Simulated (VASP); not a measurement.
SbBr, 4 atoms in the cell. Symmetry: P6_3/mmc, No. 194, hexagonal system. The conventional cell has a = 3.525 Å, b = 3.525 Å, c = 9.982 Å, α = 90.00°, β = 90.00°, γ = 120.00°. Sb (site symmetry -6m2) has 6 Br at 3.22 Å and 6 Sb at 3.53 Å within 4.2 Å. Br (site symmetry -3m) has 6 Sb at 3.22 Å and 6 Br at 3.53 Å within 4.2 Å. 

- Program: VASP 6.6.1
- Task: single point
- Functional: PBE
- Potentials or basis: VASP PAW PBE potentials, release 64 (Sb, Br)
- Cutoff: 520 eV
- k mesh: 6 × 6 × 2
- Occupations: gaussian, width 0.1 eV
- Spin: no spin polarisation
- Dipole correction: no
- Further INCAR settings: ALGO = Normal; EDIFF = 1e-06; NBANDS = 20

Potentials or basis: VASP PAW PBE potentials, release 64 (Sb, Br).

Run with:

```console
$ cat potpaw_PBE.64/Sb/POTCAR potpaw_PBE.64/Br/POTCAR > POTCAR
$ mpirun -np 1 vasp_std > vasp.out
```

Hardware: 1 thread of AMD EPYC 7R43 64-Core Processor (Zen 3) (shared host).

Problem. Estimate the wall time of this run.

Solution. It took 26 s on 1 thread of AMD EPYC 7R43 64-Core Processor (Zen 3) (shared host), peak memory 0.21 GiB. Counts: scf iterations 13, k points 14.
